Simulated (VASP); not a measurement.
# LaZn (Pm-3m) in VASP: further runs

The runs below take LaZn through single point, with LDA.

Everything below comes from runs of VASP 6.6.1. Logs are shortened: lines on timing, memory, paths and dates and some standing lists are left out, and cuts for length are marked.

## 1. The cell of the first run

The structure is cubic, space group Pm-3m (No. 221). Conventional cell: a = 3.646 Å, b = 3.646 Å, c = 3.646 Å, α = 90.00°, β = 90.00°, γ = 90.00°. La (site symmetry m-3m) has 8 Zn at 3.16 Å and 6 La at 3.65 Å within 4.2 Å. Zn (site symmetry m-3m) has 8 La at 3.16 Å and 6 Zn at 3.65 Å within 4.2 Å.

## 2. Single point, LDA

INCAR reads:

```
ALGO = Normal
EDIFF = 1E-7
ENCUT = 520
ISIF = 2
ISMEAR = -1
LASPH = T
LCHARG = F
LREAL = F
LWAVE = F
NBANDS = 18
NELM = 100
PREC = Accurate
SIGMA = 0.08
```

KPOINTS reads:

```
k-points
0
Gamma
  10 10 10
```

POSCAR reads:

```
LaZn
1.0
    3.6460354636      0.0000000000      0.0000000000
    0.0000000000      3.6460354636      0.0000000000
    0.0000000000      0.0000000000      3.6460354636
La Zn
1 1
Direct
    0.5000000000      0.5000000000      0.5000000000
    0.0000000000      0.0000000000      0.0000000000
```

Potentials or basis: VASP PAW LDA potentials, release 64 (La, Zn).

Started as:

```sh
cat potpaw_LDA.64/La/POTCAR potpaw_LDA.64/Zn/POTCAR > POTCAR
mpirun -np 1 vasp_std > vasp.out
```

OUTCAR:

```text
EDIFF = 1E-7
   ENCUT = 520
   ISIF = 2
   ISMEAR = -1
   LASPH = T
   LREAL = F
   NELM = 100
   PREC = Accurate

 ion  position               nearest neighbor table
   1  0.500  0.500  0.500-   2 3.16   2 3.16   2 3.16   2 3.16   2 3.16   2 3.16   2 3.16   2 3.16

   2  0.000  0.000  0.000-   1 3.16   1 3.16   1 3.16   1 3.16   1 3.16   1 3.16   1 3.16   1 3.16

  LATTYP: Found a simple cubic cell.
 ALAT       =     3.6460354636

  Lattice vectors:

 A1 = (   3.6460354636,   0.0000000000,   0.0000000000)
 A2 = (   0.0000000000,   3.6460354636,   0.0000000000)
 A3 = (   0.0000000000,   0.0000000000,   3.6460354636)

Analysis of symmetry for initial positions (statically):
=====================================================================
 Subroutine PRICEL returns:
 Original cell was already a primitive cell.

 Routine SETGRP: Setting up the symmetry group for a
 simple cubic supercell.

 Subroutine GETGRP returns: Found 48 space group operations
 (whereof 48 operations were pure point group operations)
 out of a pool of 48 trial point group operations.

The static configuration has the point symmetry O_h .

Analysis of symmetry for dynamics (positions and initial velocities):
=====================================================================
 Subroutine PRICEL returns:
 Original cell was already a primitive cell.

 Routine SETGRP: Setting up the symmetry group for a
 simple cubic supercell.

 Subroutine GETGRP returns: Found 48 space group operations
 (whereof 48 operations were pure point group operations)
 out of a pool of 48 trial point group operations.

The dynamic configuration has the point symmetry O_h .

 Subroutine INISYM returns: Found 48 space group operations
 (whereof 48 operations are pure point group operations),
 and found     1 'primitive' translations

----------------------------------------------------------------------------------------

                                     Primitive cell

  volume of cell :      48.4688

  direct lattice vectors                    reciprocal lattice vectors
     3.646035464  0.000000000  0.000000000     0.274270508  0.000000000  0.000000000
     0.000000000  3.646035464  0.000000000     0.000000000  0.274270508  0.000000000
     0.000000000  0.000000000  3.646035464     0.000000000  0.000000000  0.274270508

  length of vectors
     3.646035464  3.646035464  3.646035464     0.274270508  0.274270508  0.274270508

  position of ions in fractional coordinates (direct lattice)
[... 71 lines left out ...]
   ISTART =      0    job   : 0-new  1-cont  2-samecut
   ICHARG =      2    charge: 1-file 2-atom 10-const
   ISPIN  =      1    spin polarized calculation?
   LNONCOLLINEAR =      F non collinear calculations
   LSORBIT =      F    spin-orbit coupling
   LASPH  =      T    aspherical Exc in radial PAW
   ENCUT  =  520.0 eV  38.22 Ry    6.18 a.u.   6.78  6.78  6.78*2*pi/ulx,y,z
   NELM   =    100;   NELMIN=  2; NELMDL= -5     # of ELM steps
   EDIFF  = 0.1E-06   stopping-criterion for ELM
   LREAL  =      F    real-space projection
   EDIFFG = 0.1E-05   stopping-criterion for IOM
   NSW    =      0    number of steps for IOM
   IBRION =     -1    ionic relax: 0-MD 1-quasi-New 2-CG
   NFREE  =      0    steps in history (QN), initial steepest desc. (CG)
   ISIF   =      2    stress and relaxation
   ISYM   =      2    0-nonsym 1-usesym 2-fastsym
   POTIM  = 0.5000    time-step for ionic-motion
   TEBEG  =    0.0;   TEEND  =   0.0 temperature during run
   PSTRESS=    0.0 pullay stress
   NELECT =      23.0000    total number of electrons
   NUPDOWN=      -1.0000    fix difference up-down
   EMIN   =  10.00;   EMAX   =-10.00  energy-range for DOS
   EFERMI =   0.00;   METHOD = LEGACY
   ISMEAR =    -1;   SIGMA  =   0.08  broadening in eV -4-tet -1-fermi 0-gaus
   EFERMI_NEDOS =   21; number of points for ismear=-14 and -15
   IALGO  =     38    algorithm
   IMIX   =      4    mixing-type and parameters
     AMIX     =   0.40;   BMIX     =  1.00
     AMIX_MAG =   1.60;   BMIX_MAG =  1.00
  volume/ion in A,a.u.               =      24.23       163.54
  Fermi-wavevector in a.u.,A,eV,Ry     =   1.276919  2.413026 22.184587  1.630521
  Thomas-Fermi vector in A             =   2.409548
   LORBIT       =      0    0 simple, 1 ext, 2 COOP (PROOUT), +10 PAW based schemes
   GGA     = CA    functional components
   LHFCALC =     F    Hartree Fock is set to
   AEXX    =    0.0000 exact exchange contribution
   IVDW    =     0    specifies the selected vdW correction
   LEPSILON=     F    determine dielectric tensor
   LRPA    =     F    only Hartree local field effects (RPA)
 non-spin polarized calculation
  energy-cutoff  :      520.00
  volume of cell :       48.47
 maximum number of plane-waves:      1332
 NGX is ok and might be reduce to    28
   NGX = 13   NGY = 13   NGZ = 13

 number of electron      22.9999973 magnetization

 Free energy of the ion-electron system (eV)
  ---------------------------------------------------
  ext. energy  EPLUGINS =         0.00000000
  ---------------------------------------------------
  free energy    TOTEN  =        -8.01627933 eV

  energy without entropy =       -7.97470834  energy(sigma->0) =       -7.99549384

 E-fermi :   6.7746     XC(G=0): -10.7542

 val. band max:        6.7597481989   @ k =   0.5000   0.3000   0.1000
 cond. band min:       6.7944884829   @ k =   0.3000   0.1000   0.1000
 fundamental gap:      0.0347402841
 Fermi energy:         6.7746133588

 k-point     1 :       0.0000    0.0000    0.0000
  band No.  band energies     occupation
      1     -25.7563      2.00000
      2      -9.0797      2.00000
      3      -9.0797      2.00000
      4      -9.0797      2.00000
      5      -0.5132      2.00000
      6      -0.5132      2.00000
[... 481 lines left out ...]
      5      -0.4502      2.00000
      6      -0.3735      2.00000
[... 10 lines left out ...]
     17       8.7820      0.00000
     18       8.8071      0.00000

 [... further k-points ...]
[... 5 lines left out ...]
  --------------------------------------------------------------------------------------
  -------------------------------------------------------------------------------------
  Total        0.0158859      0.0158859      0.0158859      0.0000000     -0.0000000      0.0000000
  in kB        0.5251199      0.5251199      0.5251199      0.0000000     -0.0000000      0.0000000
  external PRESSURE =       0.5251199 kB  Pullay stress =       0.0000000 kB

 VOLUME and BASIS-vectors are now :
 -----------------------------------------------------------------------------
  energy-cutoff  :      520.00
  volume of cell :       48.47
      direct lattice vectors                 reciprocal lattice vectors
     3.646035464  0.000000000  0.000000000     0.274270508  0.000000000  0.000000000
     0.000000000  3.646035464  0.000000000     0.000000000  0.274270508  0.000000000
     0.000000000  0.000000000  3.646035464     0.000000000  0.000000000  0.274270508

 POSITION                                       TOTAL-FORCE (eV/Angst)
 -----------------------------------------------------------------------------------
      1.82302      1.82302      1.82302         0.000000      0.000000      0.000000
      0.00000      0.00000      0.00000         0.000000      0.000000      0.000000
 -----------------------------------------------------------------------------------
    total drift:                               -0.000000      0.000000      0.000000

  FREE ENERGIE OF THE ION-ELECTRON SYSTEM (eV)
  ---------------------------------------------------
  free  energy   TOTEN  =        -8.0162793307 eV

  energy  without entropy=       -7.9747083397  energy(sigma->0) =       -7.99549384
```

stdout:

```text
POSCAR found type information on POSCAR LaZn
 POSCAR found :  2 types and       2 ions
 scaLAPACK will be used
 LDA part: xc-table for (Slater(with rela. corr.)+CA(PZ))
 , standard interpolation
 POSCAR, INCAR and KPOINTS ok, starting setup
 FFT: planning ... GRIDC
 FFT: planning ... GRID_SOFT
 FFT: planning ... GRID
 WAVECAR not read
 entering main loop
```

Wall time 52 s (1 thread of Oxide Virtual Turin-like, shared host); peak memory 0.16 GiB.

Results:

```yaml
Free_energy: -8.0163 eV
Pressure: 0.1 GPa
Band_gap_on_the_k_mesh: zero (an odd number of electrons rules out a gap without spin polarisation)
```

Caveat: spin-orbit coupling is left out, which moves the levels of the heavy elements.

## 3. Single point, LDA

INCAR reads:

```
PREC = Accurate
ENCUT = 520
EDIFF = 1E-6
ISMEAR = -1
SIGMA = 0.08
LREAL = False
LASPH = True
NELM = 60
ALGO = Normal
ISIF = 2
LWAVE = False
LCHARG = False
GGA = CA
NBANDS = 18
```

KPOINTS reads:

```
Automatic mesh
0
Gamma
  10 10 10
```

POSCAR is that of step 2.

Potentials or basis: VASP PAW LDA potentials, release 64 (La, Zn).

Started as:

```sh
cat potpaw_LDA.64/La/POTCAR potpaw_LDA.64/Zn/POTCAR > POTCAR
mpirun -np 1 vasp_std > vasp.out
```

Wall time 53 s (1 thread of Oxide Virtual Turin-like, shared host); peak memory 0.16 GiB.

It converged, with:

| Quantity | Value |
| --- | --- |
| Free energy | -8.0163 eV |
| Pressure | 0.0 GPa |
| Band gap on the k mesh | zero (an odd number of electrons rules out a gap without spin polarisation) |

Levels at points of the mesh, in eV from the Fermi level:
```tsv
k point	band 9	band 10	band 11	band 12	band 13	band 14	band 15	band 16
(0.00, 0.00, 0.00)	-7.12	-6.25	-0.48	-0.48	1.79	1.79	1.79	1.94
(0.50, 0.00, 0.00)	-7.06	-3.23	-2.62	0.04	1.18	1.18	1.61	1.87
(0.50, 0.50, 0.00)	-6.98	-4.48	0.42	0.59	0.59	1.73	1.94	1.94
(0.50, 0.50, 0.50)	-6.98	-2.34	-2.34	-2.34	-1.67	1.98	1.98	1.98
```

Caveat: spin-orbit coupling is left out, which moves the levels of the heavy elements.

## 4. Single point, LDA, non-collinear spin, zero start, spin-orbit coupling

INCAR reads:

```
  PREC = Accurate
  ENCUT = 520
  EDIFF = 1E-6
  ISMEAR = -1
  SIGMA = 0.08
  LREAL = False
  LASPH = True
  NELM = 150
  ALGO = Normal
  ISIF = 2
  LWAVE = False
  LCHARG = False
  LNONCOLLINEAR = True
  MAGMOM = 0 0 0 0 0 0
  LORBIT = 11
  LSORBIT = True
  GGA_COMPAT = False
  LORBMOM = True
  LMAXMIX = 6
  GGA = CA
  NBANDS = 35
```

KPOINTS reads:

```
regular mesh
0
Gamma
  10 10 10
```

POSCAR is that of step 3.

Started as:

```sh
cat potpaw_LDA.64/La/POTCAR potpaw_LDA.64/Zn/POTCAR > POTCAR
mpirun -np 1 vasp_ncl > vasp.out
```

Run time: 4.5 min. Hardware: 1 thread of Oxide Virtual Turin-like, shared host; peak memory 0.28 GiB.

Results (log left out):

```yaml
Free_energy: -8.3284 eV
Pressure: 0.1 GPa
Net_moment: 0.00 μB per cell
Valence_electrons_inside_the_program's_atomic_spheres: La 8.64; Zn 10.82
```

Moments on the atoms (μB; x, y, z):
```
La  0.00 0.00 0.00
Zn  0.00 0.00 0.00
```

The gap in the log of VASP goes by the Fermi energy; the results here count the filled bands.